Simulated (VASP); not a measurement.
A run of VASP 6.6.1:

File INCAR:

```
SYSTEM = YCu
  PREC = Accurate
  ENCUT = 600
  EDIFF = 1E-6
  ISMEAR = -1
  SIGMA = 0.1
  LREAL = .False.
  LASPH = .True.
  NELM = 80
  ALGO = Normal
  ISIF = 3
  LWAVE = .False.
  LCHARG = .False.
  GGA = PS
  IBRION = 2
  NSW = 100
  EDIFFG = -0.002
  PSTRESS = 20.0
```

KPOINTS

```
regular mesh
0
Gamma
  14 14 14
  0 0 0
```

The input POSCAR:

```
YCu
1.0
    3.4252437701      0.0000000000      0.0000000000
    0.0000000000      3.4252437701      0.0000000000
    0.0000000000      0.0000000000      3.4252437701
Y Cu
1 1
Direct
    0.0000000000      0.0000000000      0.0000000000
    0.5000000000      0.5000000000      0.5000000000
```

Potentials or basis: VASP PAW PBE potentials, release 64 (Y_sv, Cu).

The run is started by

```console
$ cat potpaw_PBE.64/Y_sv/POTCAR potpaw_PBE.64/Cu/POTCAR > POTCAR
$ mpirun -np 1 vasp_std > vasp.out
```

Hardware: 1 thread of Intel(R) Xeon(R) Platinum 8259CL CPU @ 2.50GHz (Skylake/Cascade Lake), on a shared host.

Q: Estimate the wall time of this run.

A: Wall time 6.7 min on 1 thread of Intel(R) Xeon(R) Platinum 8259CL CPU @ 2.50GHz (Skylake/Cascade Lake), with other jobs on the host, peak memory 0.27 GiB. Counts: scf iterations 81, k points 120, ion steps 9.
